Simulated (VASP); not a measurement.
# BiTe (Fm-3m) in VASP: settings compared

The runs below take BiTe through single point, with BLYP+D3(BJ), PBE+D4, PBE+D3(BJ), revPBE.

Program: VASP 6.6.1. These are calculated values, not measurements. Logs are shortened: lines on timing, memory, paths and dates and some standing lists are left out, and cuts for length are marked.

**1. The cell of the first run**

Symmetry: Fm-3m, No. 225, cubic system. Conventional cell: a = 6.518 Å, b = 6.518 Å, c = 6.518 Å, α = 90.00°, β = 90.00°, γ = 90.00°. Bi (site symmetry m-3m) has 6 Te at 3.26 Å within 4.3 Å. Te (site symmetry m-3m) has 6 Bi at 3.26 Å within 4.3 Å.

**2. Single point, BLYP+D3(BJ) (volume scaled by 1.04)**

INCAR

```
SYSTEM = BiTe
AGGAC    = 1.0          
AGGAX    = 1.0          
ALDAC    = 0.0          
ALDAX    = 1.0          
ALGO     = Normal         ! electronic algorithm
EDIFF    = 1E-6           ! SCF threshold, eV
ENCUT    = 520            ! plane-wave cutoff, eV
GGA      = B5             ! functional
ISIF     = 2              ! what is computed and relaxed
ISMEAR   = 0              ! smearing method
IVDW     = 12             ! dispersion correction
LASPH    = .True.         ! aspherical terms in the spheres
LCHARG   = .True.         ! write CHGCAR
LELF     = .True.         ! ELF
LREAL    = .False.        ! projectors in reciprocal space
LVHAR    = .True.       
LWAVE    = .False.        ! write WAVECAR
NBANDS   = 18             ! bands
NELM     = 80             ! most SCF steps
PREC     = Accurate       ! precision mode
SIGMA    = 0.05           ! smearing width, eV
VDW_A1   = 0.4298       
VDW_A2   = 4.2359       
VDW_S6   = 1.0          
VDW_S8   = 2.6996
```

KPOINTS

```
k-points
0
Gamma
  6 6 6
  0 0 0
```

POSCAR

```
BiTe
1.0
    0.0000000000      3.2590527687      3.2590527687
    3.2590527687      0.0000000000      3.2590527687
    3.2590527687      3.2590527687      0.0000000000
Bi Te
1 1
Direct
    0.5000000000      0.5000000000      0.5000000000
    0.0000000000      0.0000000000      0.0000000000
```

Potentials or basis: VASP PAW PBE potentials, release 64 (Bi_d, Te).

Command:

```bash
> cat potpaw_PBE.64/Bi_d/POTCAR potpaw_PBE.64/Te/POTCAR > POTCAR
> mpirun -np 1 vasp_std > vasp.out
```

OUTCAR:

```text
SYSTEM = BiTe
   EDIFF = 1E-6
   ENCUT = 520
   GGA = B5
   ISIF = 2
   ISMEAR = 0
   IVDW = 12
   LASPH = .True.
   LREAL = .False.
   NELM = 80
   PREC = Accurate
 IVDW          = 12

 ion  position               nearest neighbor table
   1  0.500  0.500  0.500-   2 3.26   2 3.26   2 3.26   2 3.26   2 3.26   2 3.26
   2  0.000  0.000  0.000-   1 3.26   1 3.26   1 3.26   1 3.26   1 3.26   1 3.26

  LATTYP: Found a face centered cubic cell.
 ALAT       =     6.5181055374

  Lattice vectors:

 A1 = (   0.0000000000,   3.2590527687,   3.2590527687)
 A2 = (   3.2590527687,   0.0000000000,   3.2590527687)
 A3 = (   3.2590527687,   3.2590527687,   0.0000000000)

Analysis of symmetry for initial positions (statically):
=====================================================================
 Subroutine PRICEL returns:
 Original cell was already a primitive cell.

 Routine SETGRP: Setting up the symmetry group for a
 face centered cubic supercell.

 Subroutine GETGRP returns: Found 48 space group operations
 (whereof 48 operations were pure point group operations)
 out of a pool of 48 trial point group operations.

The static configuration has the point symmetry O_h .

Analysis of symmetry for dynamics (positions and initial velocities):
=====================================================================
 Subroutine PRICEL returns:
 Original cell was already a primitive cell.

 Routine SETGRP: Setting up the symmetry group for a
 face centered cubic supercell.

 Subroutine GETGRP returns: Found 48 space group operations
 (whereof 48 operations were pure point group operations)
 out of a pool of 48 trial point group operations.

The dynamic configuration has the point symmetry O_h .

 Subroutine INISYM returns: Found 48 space group operations
 (whereof 48 operations are pure point group operations),
 and found     1 'primitive' translations

----------------------------------------------------------------------------------------

                                     Primitive cell

  volume of cell :      69.2316

  direct lattice vectors                    reciprocal lattice vectors
     0.000000000  3.259052769  3.259052769    -0.153418811  0.153418811  0.153418811
     3.259052769  0.000000000  3.259052769     0.153418811 -0.153418811  0.153418811
     3.259052769  3.259052769  0.000000000     0.153418811  0.153418811 -0.153418811

  length of vectors
     4.608996626  4.608996626  4.608996626     0.265729175  0.265729175  0.265729175

  position of ions in fractional coordinates (direct lattice)
     0.500000000  0.500000000  0.500000000
     0.000000000  0.000000000  0.000000000

  ion indices of the primitive-cell ions
   primitive index   ion index
                 1           1
                 2           2

----------------------------------------------------------------------------------------

 KPOINTS: k-points

Automatic generation of k-mesh.
 Grid dimensions read from file:
 generate k-points for:    6    6    6

 Generating k-lattice:

  Cartesian coordinates                     Fractional coordinates (reciprocal lattice)
    -0.025569802  0.025569802  0.025569802     0.166666667  0.000000000  0.000000000
     0.025569802 -0.025569802  0.025569802     0.000000000  0.166666667  0.000000000
     0.025569802  0.025569802 -0.025569802     0.000000000  0.000000000  0.166666667

  Length of vectors
     0.044288196  0.044288196  0.044288196

  Shift w.r.t. Gamma in fractional coordinates (k-lattice)
     0.000000000  0.000000000  0.000000000

 Subroutine IBZKPT returns following result:
 ===========================================

 Found     16 irreducible k-points:

 Following reciprocal coordinates:
            Coordinates               Weight
  0.000000  0.000000  0.000000      1.000000
  0.166667  0.000000  0.000000      8.000000
  0.333333  0.000000  0.000000      8.000000
  0.500000  0.000000  0.000000      4.000000
  0.166667  0.166667  0.000000      6.000000
  0.333333  0.166667  0.000000     24.000000
[... 8 lines left out ...]
 -0.333333  0.333333  0.166667     24.000000
 -0.333333  0.500000  0.166667     12.000000
   k-points           NKPTS =     16   k-points in BZ     NKDIM =     16   number of bands    NBANDS=     18
   number of dos      NEDOS =    301   number of ions     NIONS =      2
   total plane-waves  NPLWV =  46656
   dimension x,y,z NGX =    36 NGY =   36 NGZ =   36
   dimension x,y,z NGXF=    72 NGYF=   72 NGZF=   72
   ions per type =               1   1
   NGX,Y,Z   is equivalent  to a cutoff of  12.99, 12.99, 12.99 a.u.
   NGXF,Y,Z  is equivalent  to a cutoff of  25.97, 25.97, 25.97 a.u.
 SYSTEM =  BiTe
   PREC   = accura    normal or accurate (medium, high low for compatibility)
   ISTART =      0    job   : 0-new  1-cont  2-samecut
   ICHARG =      2    charge: 1-file 2-atom 10-const
   ISPIN  =      1    spin polarized calculation?
   LNONCOLLINEAR =      F non collinear calculations
   LSORBIT =      F    spin-orbit coupling
   LASPH  =      T    aspherical Exc in radial PAW
   ENCUT  =  520.0 eV  38.22 Ry    6.18 a.u.   8.57  8.57  8.57*2*pi/ulx,y,z
   NELM   =     80;   NELMIN=  2; NELMDL= -5     # of ELM steps
   EDIFF  = 0.1E-05   stopping-criterion for ELM
   LREAL  =      F    real-space projection
   EDIFFG = 0.1E-04   stopping-criterion for IOM
   NSW    =      0    number of steps for IOM
   IBRION =     -1    ionic relax: 0-MD 1-quasi-New 2-CG
   NFREE  =      0    steps in history (QN), initial steepest desc. (CG)
   ISIF   =      2    stress and relaxation
   ISYM   =      2    0-nonsym 1-usesym 2-fastsym
   POTIM  = 0.5000    time-step for ionic-motion
   TEBEG  =    0.0;   TEEND  =   0.0 temperature during run
   PSTRESS=    0.0 pullay stress
   NELECT =      21.0000    total number of electrons
   NUPDOWN=      -1.0000    fix difference up-down
   EMIN   =  10.00;   EMAX   =-10.00  energy-range for DOS
   EFERMI =   0.00;   METHOD = LEGACY
   ISMEAR =     0;   SIGMA  =   0.05  broadening in eV -4-tet -1-fermi 0-gaus
   EFERMI_NEDOS =   21; number of points for ismear=-14 and -15
   IALGO  =     38    algorithm
   IMIX   =      4    mixing-type and parameters
     AMIX     =   0.40;   BMIX     =  1.00
     AMIX_MAG =   1.60;   BMIX_MAG =  1.00
  volume/ion in A,a.u.               =      34.62       233.60
  Fermi-wavevector in a.u.,A,eV,Ry     =   1.099968  2.078637 16.462078  1.209929
  Thomas-Fermi vector in A             =   2.236371
   LORBIT       =      0    0 simple, 1 ext, 2 COOP (PROOUT), +10 PAW based schemes
   GGA     = B5    functional components
   LHFCALC =     F    Hartree Fock is set to
   AEXX    =    0.0000 exact exchange contribution
   IVDW    =    12    specifies the selected vdW correction
   LEPSILON=     F    determine dielectric tensor
   LRPA    =     F    only Hartree local field effects (RPA)
 non-spin polarized calculation
 Gauss-broadening in eV      SIGMA  =   0.05
  energy-cutoff  :      520.00
  volume of cell :       69.23
 maximum number of plane-waves:      1892
 NGX is ok and might be reduce to    36
   NGX = 17   NGY = 17   NGZ = 17

 number of electron      20.9999995 magnetization

 Free energy of the ion-electron system (eV)
  ---------------------------------------------------
  ext. energy  EPLUGINS =         0.00000000
  ---------------------------------------------------
  free energy    TOTEN  =        -5.85182241 eV

  energy without entropy =       -5.84888104  energy(sigma->0) =       -5.85035172

 E-fermi :   6.7357     XC(G=0):  -8.7056

 val. band max:        6.6758423179   @ k =   0.1667   0.1667   0.0000
 cond. band min:       6.7407036095   @ k =  -0.1667   0.1667   0.0000
 fundamental gap:      0.0648612916
 Fermi energy:         6.7357468364

 k-point     1 :       0.0000    0.0000    0.0000
  band No.  band energies     occupation
      1     -16.2200      2.00000
      2     -16.2200      2.00000
      3     -16.2132      2.00000
      4     -16.2132      2.00000
      5     -16.2132      2.00000
      6      -6.5395      2.00000
[... 10 lines left out ...]
     17      13.2678      0.00000
     18      13.6529      0.00000

 k-point     2 :       0.1667    0.0000    0.0000
  band No.  band energies     occupation
      1     -16.2209      2.00000
      2     -16.2209      2.00000
      3     -16.2128      2.00000
      4     -16.2119      2.00000
      5     -16.2119      2.00000
      6      -6.3020      2.00000
[... 10 lines left out ...]
     17      14.6300      0.00000
     18      14.8726      0.00000

 k-point     3 :       0.3333    0.0000    0.0000
  band No.  band energies     occupation
      1     -16.2228      2.00000
      2     -16.2228      2.00000
      3     -16.2119      2.00000
      4     -16.2088      2.00000
      5     -16.2088      2.00000
      6      -5.6102      2.00000
[... 10 lines left out ...]
     17      16.4477      0.00000
     18      17.3589      0.00000

 k-point     4 :       0.5000    0.0000    0.0000
  band No.  band energies     occupation
      1     -16.2239      2.00000
      2     -16.2239      2.00000
      3     -16.2115      2.00000
      4     -16.2073      2.00000
      5     -16.2073      2.00000
      6      -4.6557      2.00000
[... 207 lines left out ...]
      4     -16.2075      2.00000
      5     -16.2063      2.00000
      6      -5.1278      2.00000
[... 10 lines left out ...]
     17      15.2630      0.00000
     18      16.7014      0.00000

 k-point    15 :      -0.3333    0.3333    0.1667
  band No.  band energies     occupation
      1     -16.2274      2.00000
      2     -16.2207      2.00000
      3     -16.2102      2.00000
      4     -16.2094      2.00000
      5     -16.2050      2.00000
      6      -4.4236      2.00000
[... 10 lines left out ...]
     17      16.2806      0.00000
     18      17.3505      0.00000

 k-point    16 :      -0.3333    0.5000    0.1667
  band No.  band energies     occupation
      1     -16.2299      2.00000
      2     -16.2186      2.00000
      3     -16.2132      2.00000
      4     -16.2070      2.00000
      5     -16.2038      2.00000
      6      -4.5810      2.00000
[... 10 lines left out ...]
     17      17.0053      0.00000
     18      17.5748      0.00000

------------------------ aborting loop because EDIFF is reached ----------------------------------------

 Edisp (eV)   -2.09609

 E8    (eV) :    -1.6064

  FORCE on cell =-STRESS in cart. coord.  units (eV):
  Direction    XX          YY          ZZ          XY          YZ          ZX
  --------------------------------------------------------------------------------------
  -------------------------------------------------------------------------------------
  Total      -0.72625    -0.72625    -0.72625     0.00000     0.00000    -0.00000
  in kB     -16.80702   -16.80702   -16.80702     0.00000     0.00000    -0.00000
  external pressure =      -16.81 kB  Pullay stress =        0.00 kB

 VOLUME and BASIS-vectors are now :
 -----------------------------------------------------------------------------
  energy-cutoff  :      520.00
  volume of cell :       69.23
      direct lattice vectors                 reciprocal lattice vectors
     0.000000000  3.259052769  3.259052769    -0.153418811  0.153418811  0.153418811
     3.259052769  0.000000000  3.259052769     0.153418811 -0.153418811  0.153418811
     3.259052769  3.259052769  0.000000000     0.153418811  0.153418811 -0.153418811

 POSITION                                       TOTAL-FORCE (eV/Angst)
 -----------------------------------------------------------------------------------
      3.25905      3.25905      3.25905         0.000000      0.000000      0.000000
      0.00000      0.00000      0.00000        -0.000000     -0.000000     -0.000000
 -----------------------------------------------------------------------------------
    total drift:                                0.000000      0.000000      0.000000

  FREE ENERGIE OF THE ION-ELECTRON SYSTEM (eV)
  ---------------------------------------------------
  free  energy   TOTEN  =        -7.9479132014 eV

  energy  without entropy=       -7.9449718302  energy(sigma->0) =       -7.94644252
```

It took 24 s on 1 thread of Intel Xeon Platinum 8488C (Sapphire Rapids), shared host; peak memory 0.21 GiB.

Results:

```
Free energy                : -7.9479 eV
Pressure                   : -1.7 GPa
Dispersion energy per atom : -1.048 eV
```

Caveat: the PAW data sets were made with another functional, which shifts forces and pressure a little; spin-orbit coupling is left out, which moves the levels of the heavy elements; pairwise dispersion overbinds metals, which lowers pressure and volume.

[end of part 1 of 3]
